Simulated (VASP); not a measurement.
Runs of VASP 6.6.1 on Zn. The structure is that of space group Im-3m (No. 229), or close to it. The cells are those of the table. This isn't the form of Zn at room conditions, which is hcp.

```tsv
cell	k mesh	gap on the mesh (eV)	pressure (GPa)
a = 2.748 Å, angles 109.5°, 1 atom	25 × 25 × 25	none	-1.9
a = 2.656 Å, angles 109.5°, 1 atom	49 × 49 × 49	none	5.2
a = 2.712 Å, angles 109.5°, 1 atom	25 × 25 × 25	none	(a)
a = 2.730 Å, angles 109.5°, 1 atom	25 × 25 × 25	none	-0.8
a = 2.765 Å, angles 109.5°, 1 atom	25 × 25 × 25	none	(b)
```

Alike in all rows: task single point; level PBE; potentials or basis VASP PAW PBE potentials, release 64 (Zn); no spin polarisation; cutoff (eV) 520; smearing fermi-dirac 0.0612256 eV.

Question: Fill in the values left out.

Answer: (a) 0.5; (b) -2.8.

Caveats: the cell stands under pressure (at least some runs).

A gap of «none» marks levels without a gap at the run's occupations.
